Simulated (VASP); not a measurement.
# ScF3 (R-3m) in VASP: a series of runs, part 2 of 2

VASP 6.6.1.

## 3. Electric field gradients, LDA (equal xy, yz and zx shear strains of -1 %)

INCAR

```
ALGO = Normal ; EDIFF = 1E-8
ENCUT = 520 ; GGA = CA
ISIF = 2 ; ISMEAR = -1
LASPH = True ; LCHARG = False
LEFG = True ; LREAL = False
LWAVE = False ; NBANDS = 24
NELM = 60 ; PREC = Accurate
SIGMA = 0.02
```

KPOINTS

```
k-points
0
Gamma
  6 6 6
```

POSCAR

```
ScF3
1.0
    4.0124500000     -0.0200622500     -0.0200622500
   -0.0200622500      4.0124500000     -0.0200622500
   -0.0200622500     -0.0200622500      4.0124500000
Sc F
1 3
Direct
    0.0000000000      0.0000000000      0.0000000000
    0.5000000000      0.0000000000      0.0000000000
    0.0000000000      0.5000000000      0.0000000000
    0.0000000000      0.0000000000      0.5000000000
```

Potentials or basis: VASP PAW LDA potentials, release 64 (Sc_sv, F).

Launch:

```bash
$ cat potpaw_LDA.64/Sc_sv/POTCAR potpaw_LDA.64/F/POTCAR > POTCAR
$ mpirun -np 1 vasp_std > vasp.out
```

OUTCAR:

```text
EDIFF = 1E-8
   ENCUT = 520
   GGA = CA
   ISIF = 2
   ISMEAR = -1
   LASPH = True
   LREAL = False
   NELM = 60
   PREC = Accurate

 ion  position               nearest neighbor table
   1  0.000  0.000  0.000-   2 2.01   3 2.01   3 2.01   2 2.01   4 2.01   4 2.01
   2  0.500  0.000  0.000-   1 2.01   1 2.01
   3  0.000  0.500  0.000-   1 2.01   1 2.01
   4  0.000  0.000  0.500-   1 2.01   1 2.01

  LATTYP: Found a trigonal (rhomboedric) cell.
 ALAT       =     4.0125503100
 COS(alpha) =    -0.0099745013

  Lattice vectors:

 A1 = (   4.0124500000,  -0.0200622500,  -0.0200622500)
 A2 = (  -0.0200622500,   4.0124500000,  -0.0200622500)
 A3 = (  -0.0200622500,  -0.0200622500,   4.0124500000)

Analysis of symmetry for initial positions (statically):
=====================================================================
 Subroutine PRICEL returns:
 Original cell was already a primitive cell.

 Routine SETGRP: Setting up the symmetry group for a
 trigonal (rhombohedral) supercell.

 Subroutine GETGRP returns: Found 12 space group operations
 (whereof 12 operations were pure point group operations)
 out of a pool of 12 trial point group operations.

The static configuration has the point symmetry D_3d.

Analysis of symmetry for dynamics (positions and initial velocities):
=====================================================================
 Subroutine PRICEL returns:
 Original cell was already a primitive cell.

[... 813 lines left out ...]

 [... further k-points ...]

------------------------ aborting loop because EDIFF is reached ----------------------------------------

  FORCE on cell =-STRESS in cart. coord.  units (eV):
  Direction    XX          YY          ZZ          XY          YZ          ZX
  --------------------------------------------------------------------------------------
  -------------------------------------------------------------------------------------
  Total       -0.9335134     -0.9335134     -0.9335134      0.0741430      0.0741430      0.0741430
  in kB      -23.1544730    -23.1544730    -23.1544730      1.8390113      1.8390113      1.8390113
  external PRESSURE =     -23.1544730 kB  Pullay stress =       0.0000000 kB

 VOLUME and BASIS-vectors are now :
 -----------------------------------------------------------------------------
  energy-cutoff  :      520.00
  volume of cell :       64.59
      direct lattice vectors                 reciprocal lattice vectors
     4.012450000 -0.020062250 -0.020062250     0.249236814  0.001252446  0.001252446
    -0.020062250  4.012450000 -0.020062250     0.001252446  0.249236814  0.001252446
    -0.020062250 -0.020062250  4.012450000     0.001252446  0.001252446  0.249236814

 POSITION                                       TOTAL-FORCE (eV/Angst)
 -----------------------------------------------------------------------------------
      0.00000      0.00000      0.00000         0.000000      0.000000      0.000000
      2.00623     -0.01003     -0.01003         0.000000     -0.000000      0.000000
     -0.01003      2.00623     -0.01003         0.000000      0.000000     -0.000000
     -0.01003     -0.01003      2.00623        -0.000000      0.000000      0.000000
 -----------------------------------------------------------------------------------
    total drift:                                0.000000      0.000000      0.000000

  FREE ENERGIE OF THE ION-ELECTRON SYSTEM (eV)
  ---------------------------------------------------
  free  energy   TOTEN  =       -29.5782352444 eV

  energy  without entropy=      -29.5782352444  energy(sigma->0) =      -29.57823524

 Electric field gradients (V/A^2)
---------------------------------------------------------------------
 ion       V_xx      V_yy      V_zz      V_xy      V_xz      V_yz
---------------------------------------------------------------------
   1       0.000     0.000    -0.000     1.764     1.764     1.764
   2      55.732   -27.866   -27.866    -1.003    -1.003     0.344
   3     -27.866    55.732   -27.866    -1.003     0.344    -1.003
   4     -27.866   -27.866    55.732     0.344    -1.003    -1.003
---------------------------------------------------------------------

 Electric field gradients after diagonalization (V/A^2)
 (convention: |V_zz| > |V_xx| > |V_yy|)
----------------------------------------------------------------------
 ion       V_xx      V_yy      V_zz     asymmetry (V_yy - V_xx)/ V_zz
----------------------------------------------------------------------
   1      -1.764    -1.764     3.528       0.000
   2     -28.210   -27.546    55.756       0.012
   3     -28.210   -27.546    55.756       0.012
   4     -28.210   -27.546    55.756       0.012
----------------------------------------------------------------------

           NMR quadrupolar parameters

 Cq : quadrupolar parameter    Cq=e*Q*V_zz/h
 eta: asymmetry parameters     (V_yy - V_xx)/ V_zz
 Q  : nuclear electric quadrupole moment in mb (millibarn)
----------------------------------------------------------------------
 ion       Cq(MHz)       eta       Q (mb)
----------------------------------------------------------------------
   1       0.009       0.000       1.000
   2       0.135       0.012       1.000
   3       0.135       0.012       1.000
   4       0.135       0.012       1.000
----------------------------------------------------------------------
```

OSZICAR:

```text
N       E                     dE             d eps       ncg     rms          rms(c)
DAV:   1     0.401642311131E+03    0.40164E+03   -0.15084E+04  1536   0.139E+03
DAV:   2     0.137767391160E+01   -0.40026E+03   -0.37591E+03  2024   0.436E+02
DAV:   3    -0.333563618643E+02   -0.34734E+02   -0.34188E+02  2240   0.152E+02
DAV:   4    -0.340378595302E+02   -0.68150E+00   -0.68082E+00  1784   0.199E+01
DAV:   5    -0.340574611341E+02   -0.19602E-01   -0.19599E-01  2184   0.338E+00    0.163E+01
DAV:   6    -0.297520401829E+02    0.43054E+01   -0.12248E+01  2304   0.480E+01    0.735E+00
DAV:   7    -0.296428079345E+02    0.10923E+00   -0.80367E-01  1920   0.652E+00    0.422E+00
DAV:   8    -0.295863223807E+02    0.56486E-01   -0.26488E-01  2312   0.550E+00    0.786E-01
DAV:   9    -0.295914755768E+02   -0.51532E-02   -0.18786E-01  1880   0.304E+00    0.113E+00
DAV:  10    -0.295782867099E+02    0.13189E-01   -0.68300E-02  2216   0.220E+00    0.140E-01
DAV:  11    -0.295783979286E+02   -0.11122E-03   -0.29023E-03  2168   0.817E-01    0.114E-01
DAV:  12    -0.295782318763E+02    0.16605E-03   -0.39377E-04  2168   0.365E-01    0.172E-02
DAV:  13    -0.295782389804E+02   -0.71042E-05   -0.34165E-05  2232   0.536E-02    0.176E-02
DAV:  14    -0.295782354075E+02    0.35730E-05   -0.25758E-05  2192   0.472E-02    0.357E-03
DAV:  15    -0.295782352641E+02    0.14335E-06   -0.14078E-06  2216   0.143E-02    0.114E-03
DAV:  16    -0.295782352464E+02    0.17687E-07   -0.45645E-08  2120   0.288E-03    0.403E-04
DAV:  17    -0.295782352444E+02    0.20855E-08   -0.58747E-09  1088   0.120E-03
   1 F= -.29578235E+02 E0= -.29578235E+02  d E =-.147854E-12
```

It took 90 s on 1 thread of Intel Xeon Platinum 8375C at 2.90GHz (Ice Lake), shared host; peak memory 0.17 GiB.

What came out:

```
Free energy            : -29.5782 eV
Pressure               : -2.3 GPa
Band gap on the k mesh : 6.18 eV, indirect (least direct gap 6.69 eV)
```

Electric field gradients, principal values (V/Å²):
| atom | least | middle | greatest (by size) |
| --- | --- | --- | --- |
| 1 Sc | -1.764 | -1.764 | 3.528 |
| 2 F | -27.546 | -28.210 | 55.756 |
| 3 F | -27.546 | -28.210 | 55.756 |
| 4 F | -27.546 | -28.210 | 55.756 |

Caveat: the cell differs from its parent crystal (equal xy, yz and zx shear strains of -1 %); without QUAD_EFG the Cq values of the log hold for a quadrupole moment of 1 mb, not for the nuclei. A k mesh can miss the band edges.
